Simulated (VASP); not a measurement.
# NaCl (Fm-3m) in VASP: single point with PBEsol

Aim: the single point of NaCl with PBEsol.

Everything below comes from runs of VASP 6.6.1. Logs are shortened: lines on timing, memory, paths and dates and some standing lists are left out, and cuts for length are marked.

### 1 The cell of the first run

Symmetry: Fm-3m, No. 225, cubic system. The conventional cell has a = 5.602 Å, b = 5.602 Å, c = 5.602 Å, α = 90.00°, β = 90.00°, γ = 90.00°. Na (site symmetry m-3m) has 6 Cl at 2.80 Å within 3.7 Å. Cl (site symmetry m-3m) has 6 Na at 2.80 Å within 3.7 Å.

### 2 Single point, PBEsol

The input, INCAR:

```
ALGO = Normal ; EDIFF = 1E-6
ENCUT = 500 ; GGA = PS
GGA_COMPAT = F ; ISIF = 2
ISMEAR = 0 ; LASPH = T
LCHARG = T ; LELF = T
LREAL = F ; LVHAR = T
LWAVE = F ; NBANDS = 14
NELM = 120 ; PREC = Accurate
SIGMA = 0.01
```

The input, KPOINTS:

```
k-points
0
Gamma
  8 8 8
```

The input, POSCAR:

```
NaCl
1.0
    2.8009524961      2.8009524961      0.0000000000
   -2.8009524961      2.8009524961      0.0000000000
    0.0000000000      2.8009524961      2.8009524961
Na Cl
1 1
Direct
    0.0000000000      0.0000000000      0.0000000000
    0.5000000000      0.5000000000      0.0000000000
```

Potentials or basis: VASP PAW PBE potentials, release 64 (Na_pv, Cl).

On the command line:

```sh
$ cat potpaw_PBE.64/Na_pv/POTCAR potpaw_PBE.64/Cl/POTCAR > POTCAR
$ mpirun -np 1 vasp_std > vasp.out
```

OUTCAR:

```text
EDIFF = 1E-6
   ENCUT = 500
   GGA = PS
   ISIF = 2
   ISMEAR = 0
   LASPH = T
   LREAL = F
   NELM = 120
   PREC = Accurate

 ion  position               nearest neighbor table
   1  0.000  0.000  0.000-
   2  0.500  0.500  0.000-

  LATTYP: Found a face centered cubic cell.
 ALAT       =     5.6019049922

  Lattice vectors:

 A1 = (   0.0000000000,   2.8009524961,   2.8009524961)
 A2 = (   2.8009524961,   0.0000000000,   2.8009524961)
 A3 = (   2.8009524961,   2.8009524961,   0.0000000000)

Analysis of symmetry for initial positions (statically):
=====================================================================
 Subroutine PRICEL returns:
 Original cell was already a primitive cell.

 Routine SETGRP: Setting up the symmetry group for a
 face centered cubic supercell.

 Subroutine GETGRP returns: Found 48 space group operations
 (whereof 48 operations were pure point group operations)
 out of a pool of 48 trial point group operations.

The static configuration has the point symmetry O_h .

Analysis of symmetry for dynamics (positions and initial velocities):
=====================================================================
 Subroutine PRICEL returns:
 Original cell was already a primitive cell.

 Routine SETGRP: Setting up the symmetry group for a
 face centered cubic supercell.

 Subroutine GETGRP returns: Found 48 space group operations
 (whereof 48 operations were pure point group operations)
 out of a pool of 48 trial point group operations.

The dynamic configuration has the point symmetry O_h .

 Subroutine INISYM returns: Found 48 space group operations
 (whereof 48 operations are pure point group operations),
 and found     1 'primitive' translations

----------------------------------------------------------------------------------------

                                     Primitive cell

  volume of cell :      43.9488

  direct lattice vectors                    reciprocal lattice vectors
     2.800952496  2.800952496  0.000000000     0.178510703  0.178510703 -0.178510703
    -2.800952496  2.800952496  0.000000000    -0.178510703  0.178510703 -0.178510703
     0.000000000  2.800952496  2.800952496     0.000000000  0.000000000  0.357021407

  length of vectors
     3.961145008  3.961145008  3.961145008     0.309189608  0.309189608  0.357021407

  position of ions in fractional coordinates (direct lattice)
     0.000000000  0.000000000  0.000000000
[... 87 lines left out ...]
   TEBEG  =    0.0;   TEEND  =   0.0 temperature during run
   PSTRESS=    0.0 pullay stress
   NELECT =      14.0000    total number of electrons
   NUPDOWN=      -1.0000    fix difference up-down
   EMIN   =  10.00;   EMAX   =-10.00  energy-range for DOS
   EFERMI =   0.00;   METHOD = LEGACY
   ISMEAR =     0;   SIGMA  =   0.01  broadening in eV -4-tet -1-fermi 0-gaus
   EFERMI_NEDOS =   21; number of points for ismear=-14 and -15
   IALGO  =     38    algorithm
   IMIX   =      4    mixing-type and parameters
     AMIX     =   0.40;   BMIX     =  1.00
     AMIX_MAG =   1.60;   BMIX_MAG =  1.00
  volume/ion in A,a.u.               =      21.97       148.29
  Fermi-wavevector in a.u.,A,eV,Ry     =   1.118069  2.112843 17.008334  1.250077
  Thomas-Fermi vector in A             =   2.254697
   LORBIT       =      0    0 simple, 1 ext, 2 COOP (PROOUT), +10 PAW based schemes
   GGA     = PS    functional components
   LHFCALC =     F    Hartree Fock is set to
   AEXX    =    0.0000 exact exchange contribution
   IVDW    =     0    specifies the selected vdW correction
   LEPSILON=     F    determine dielectric tensor
   LRPA    =     F    only Hartree local field effects (RPA)
 non-spin polarized calculation
 Gauss-broadening in eV      SIGMA  =   0.01
  energy-cutoff  :      500.00
  volume of cell :       43.95
 maximum number of plane-waves:      1139
 NGX is ok and might be reduce to    30
   NGX = 15   NGY = 15   NGZ = 15

 number of electron      14.0000004 magnetization

 Free energy of the ion-electron system (eV)
  ---------------------------------------------------
  ext. energy  EPLUGINS =         0.00000000
  ---------------------------------------------------
  free energy    TOTEN  =        -6.99821268 eV

  energy without entropy =       -6.99821268  energy(sigma->0) =       -6.99821268

 E-fermi :  -0.5594     XC(G=0):  -8.4235

 val. band max:       -0.6663173822   @ k =   0.0000   0.0000   0.0000
 cond. band min:       4.3401139685   @ k =   0.0000   0.0000   0.0000
 fundamental gap:      5.0064313507
 Fermi energy:        -0.5594050728

 k-point     1 :       0.0000    0.0000    0.0000
  band No.  band energies     occupation
      1     -21.2803      2.00000
      2     -21.2803      2.00000
      3     -21.2803      2.00000
      4     -13.3580      2.00000
      5      -0.6663      2.00000
      6      -0.6663      2.00000
      7      -0.6663      2.00000
      8       4.3401      0.00000
      9      10.3502      0.00000
     10      10.3502      0.00000
     11      10.3502      0.00000
     12      12.5979      0.00000
     13      12.5979      0.00000
     14      14.0044      0.00000
[... 377 lines left out ...]
      1     -21.3073      2.00000
      2     -21.2895      2.00000
      3     -21.2852      2.00000
      4     -12.9563      2.00000
      5      -2.4141      2.00000
      6      -1.4783      2.00000
      7      -1.1033      2.00000
      8       7.5306      0.00000
      9       8.8750      0.00000
     10       9.5116      0.00000
     11      11.0311      0.00000
     12      13.6605      0.00000
     13      14.9760      0.00000
     14      16.0566      0.00000

 [... further k-points ...]

------------------------ aborting loop because EDIFF is reached ----------------------------------------

  FORCE on cell =-STRESS in cart. coord.  units (eV):
  Direction    XX          YY          ZZ          XY          YZ          ZX
  --------------------------------------------------------------------------------------
  -------------------------------------------------------------------------------------
  Total       -0.0005161     -0.0005161     -0.0005161      0.0000000      0.0000000      0.0000000
  in kB       -0.0188142     -0.0188142     -0.0188142      0.0000000      0.0000000      0.0000000
  external PRESSURE =      -0.0188142 kB  Pullay stress =       0.0000000 kB

 VOLUME and BASIS-vectors are now :
 -----------------------------------------------------------------------------
  energy-cutoff  :      500.00
  volume of cell :       43.95
      direct lattice vectors                 reciprocal lattice vectors
     2.800952496  2.800952496  0.000000000     0.178510703  0.178510703 -0.178510703
    -2.800952496  2.800952496  0.000000000    -0.178510703  0.178510703 -0.178510703
     0.000000000  2.800952496  2.800952496     0.000000000  0.000000000  0.357021407

 POSITION                                       TOTAL-FORCE (eV/Angst)
 -----------------------------------------------------------------------------------
      0.00000      0.00000      0.00000         0.000000     -0.000000      0.000000
      0.00000      2.80095      0.00000        -0.000000      0.000000      0.000000
 -----------------------------------------------------------------------------------
    total drift:                               -0.000000      0.000000      0.000000

  FREE ENERGIE OF THE ION-ELECTRON SYSTEM (eV)
  ---------------------------------------------------
  free  energy   TOTEN  =        -6.9982126777 eV

  energy  without entropy=       -6.9982126777  energy(sigma->0) =       -6.99821268
```

Run time: 15 s. Hardware: 1 thread of AMD EPYC 7R43 (Zen 3), shared host; peak memory 0.13 GiB.

Results:

| Item | Value |
| --- | --- |
| Free energy | -6.9982 eV |
| Pressure | 0.0 GPa |
| Band gap on the k mesh | 5.01 eV |

Levels at points of the mesh, in eV from the valence-band top:
```csv
k point,band 4,band 5,band 6,band 7,band 8,band 9,band 10,band 11
"(0.00, 0.00, 0.00)",-12.69,0.00,0.00,0.00,5.01,11.02,11.02,11.02
"(0.50, 0.00, 0.00)",-12.32,-2.03,-0.28,-0.28,7.11,10.66,10.91,10.91
"(0.50, 0.50, 0.00)",-12.27,-1.76,-0.63,-0.63,7.49,7.87,11.27,14.80
```

Caveat: the PAW data sets were made with another functional, which shifts forces and pressure a little.
